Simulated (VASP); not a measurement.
# YHg (Pm-3m) in VASP: a series of runs, part 2 of 2

VASP 6.6.1. The steps go on from the part before.

## (3) Electric field gradients, LDA

File INCAR:

```
PREC     = Accurate       # precision mode
ENCUT    = 520            # plane-wave cutoff, eV
EDIFF    = 1E-8           # SCF threshold, eV
ISMEAR   = -1             # smearing method
SIGMA    = 0.05           # smearing width, eV
LREAL    = F              # projectors in reciprocal space
LASPH    = T              # aspherical terms in the spheres
NELM     = 80             # most SCF steps
ALGO     = Normal         # electronic algorithm
ISIF     = 2              # what is computed and relaxed
LWAVE    = F              # write WAVECAR
LCHARG   = F              # write CHGCAR
GGA      = CA             # functional
LEFG     = T            
NBANDS   = 18             # bands
```

File KPOINTS:

```
Automatic mesh
0
Gamma
  10 10 10
```

File POSCAR:

```
YHg
1.0
    3.6800000000      0.0000000000      0.0000000000
    0.0000000000      3.6800000000      0.0000000000
    0.0000000000      0.0000000000      3.6800000000
Y Hg
1 1
Direct
    0.5000000000      0.5000000000      0.5000000000
    0.0000000000      0.0000000000      0.0000000000
```

Potentials or basis: VASP PAW LDA potentials, release 64 (Y_sv, Hg).

Started as:

```
$ cat potpaw_LDA.64/Y_sv/POTCAR potpaw_LDA.64/Hg/POTCAR > POTCAR
$ mpirun -np 1 vasp_std > vasp.out
```

OUTCAR:

```text
PREC = Accurate
   ENCUT = 520
   EDIFF = 1E-8
   ISMEAR = -1
   LREAL = F
   LASPH = T
   NELM = 80
   ISIF = 2
   GGA = CA

 ion  position               nearest neighbor table
   1  0.500  0.500  0.500-   2 3.19   2 3.19   2 3.19   2 3.19   2 3.19   2 3.19   2 3.19   2 3.19

   2  0.000  0.000  0.000-   1 3.19   1 3.19   1 3.19   1 3.19   1 3.19   1 3.19   1 3.19   1 3.19

  LATTYP: Found a simple cubic cell.
 ALAT       =     3.6800000000

  Lattice vectors:

 A1 = (   3.6800000000,   0.0000000000,   0.0000000000)
 A2 = (   0.0000000000,   3.6800000000,   0.0000000000)
 A3 = (   0.0000000000,   0.0000000000,   3.6800000000)

Analysis of symmetry for initial positions (statically):
=====================================================================
 Subroutine PRICEL returns:
 Original cell was already a primitive cell.

 Routine SETGRP: Setting up the symmetry group for a
 simple cubic supercell.

 Subroutine GETGRP returns: Found 48 space group operations
 (whereof 48 operations were pure point group operations)
[... 693 lines left out ...]
     0.000000000  3.680000000  0.000000000     0.000000000  0.271739130  0.000000000
     0.000000000  0.000000000  3.680000000     0.000000000  0.000000000  0.271739130

 POSITION                                       TOTAL-FORCE (eV/Angst)
 -----------------------------------------------------------------------------------
      1.84000      1.84000      1.84000         0.000000      0.000000      0.000000
      0.00000      0.00000      0.00000         0.000000      0.000000      0.000000
 -----------------------------------------------------------------------------------
    total drift:                                0.000000      0.000000      0.000000

  FREE ENERGIE OF THE ION-ELECTRON SYSTEM (eV)
  ---------------------------------------------------
  free  energy   TOTEN  =        -9.1911893358 eV

  energy  without entropy=       -9.1725701126  energy(sigma->0) =       -9.18187972

 Electric field gradients (V/A^2)
---------------------------------------------------------------------
 ion       V_xx      V_yy      V_zz      V_xy      V_xz      V_yz
---------------------------------------------------------------------
   1       0.000     0.000    -0.000     0.000    -0.000     0.000
   2      -0.000    -0.000    -0.000    -0.000    -0.000     0.000
---------------------------------------------------------------------

 Electric field gradients after diagonalization (V/A^2)
 (convention: |V_zz| > |V_xx| > |V_yy|)
----------------------------------------------------------------------
 ion       V_xx      V_yy      V_zz     asymmetry (V_yy - V_xx)/ V_zz
----------------------------------------------------------------------
   1       0.000     0.000    -0.000       0.105
   2      -0.000    -0.000    -0.000      -0.511
----------------------------------------------------------------------

           NMR quadrupolar parameters

 Cq : quadrupolar parameter    Cq=e*Q*V_zz/h
 eta: asymmetry parameters     (V_yy - V_xx)/ V_zz
 Q  : nuclear electric quadrupole moment in mb (millibarn)
----------------------------------------------------------------------
 ion       Cq(MHz)       eta       Q (mb)
----------------------------------------------------------------------
   1      -0.000       0.105       1.000
   2      -0.000      -0.511       1.000
----------------------------------------------------------------------
```

stdout:

```text
POSCAR found type information on POSCAR Y Hg
 POSCAR found :  2 types and       2 ions
 scaLAPACK will be used
 LDA part: xc-table for (Slater(with rela. corr.)+CA(PZ))
 , standard interpolation
 POSCAR, INCAR and KPOINTS ok, starting setup
 FFT: planning ... GRIDC
 FFT: planning ... GRID_SOFT
 FFT: planning ... GRID
 WAVECAR not read
 entering main loop
ion   1

ion   2
```

It took 37 s on 1 thread of Intel Xeon Platinum 8375C at 2.90GHz (Ice Lake), shared host; peak memory 0.19 GiB.

What came out:

```yaml
Free_energy: -9.1912 eV
Pressure: -3.1 GPa
```

Levels at points of the mesh, in eV from the Fermi level:
```csv
k point,band 8,band 9,band 10,band 11,band 12,band 13,band 14,band 15,band 16,band 17
"(0.00, 0.00, 0.00)",-7.20,-7.20,-7.20,0.24,0.24,3.78,3.78,3.78,4.46,4.46
"(0.50, 0.00, 0.00)",-7.31,-7.13,-4.99,-3.64,0.00,1.01,1.01,3.54,4.75,8.69
"(0.50, 0.50, 0.00)",-7.46,-6.78,-4.56,-0.50,-0.50,0.50,2.85,2.85,4.72,5.43
"(0.50, 0.50, 0.50)",-6.77,-6.77,-2.00,-2.00,-2.00,-1.95,4.85,4.85,5.47,5.47
```

Caveat: without QUAD_EFG the Cq values of the log hold for a quadrupole moment of 1 mb, not for the nuclei; spin-orbit coupling is left out, which moves the levels of the heavy elements.
